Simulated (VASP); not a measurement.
WSe2:

```
W Se
1.0
     3.29967    0.00000    0.00000
    -1.64983    2.85760    0.00000
     0.00000    0.00000   13.14863
W Se
2 4
Direct
  0.33333 0.66667 0.25000
  0.66667 0.33333 0.75000
  0.33333 0.66667 0.62334
  0.66667 0.33333 0.12334
  0.33333 0.66667 0.87666
  0.66667 0.33333 0.37666
```

Base run:

| Item | Value |
| --- | --- |
| Program | VASP 6.6.1 |
| Functional | r2SCAN |
| Potentials or basis | VASP PAW PBE potentials, release 64 (W_sv, Se) |
| Cutoff | 520 eV |
| k mesh | 12 × 12 × 2 |
| Occupations | gaussian, width 0.01 eV |
| Spin | no spin polarisation |

Its results: band gap on the k mesh 1.16 eV (least direct gap 1.61 eV); pressure 1.7 GPa; largest force 0.008 eV/Å.

Problem. The run is repeated on the same cell with these changes: functional from r2SCAN to PBE. What comes out?

Solution. Band gap on the k mesh 1.04 eV (least direct gap 1.49 eV); pressure 3.7 GPa; largest force 0.325 eV/Å.

Caveats: spin-orbit coupling is left out, which moves the levels of the heavy elements; the PAW data sets were made with another functional, which shifts forces and pressure a little (at least some runs); the cell stands under pressure (at least some runs); this functional lacks dispersion, which binds layers or chains, so the pressure and a relaxed spacing across them are unreliable (at least some runs).

A k mesh can miss the band edges.
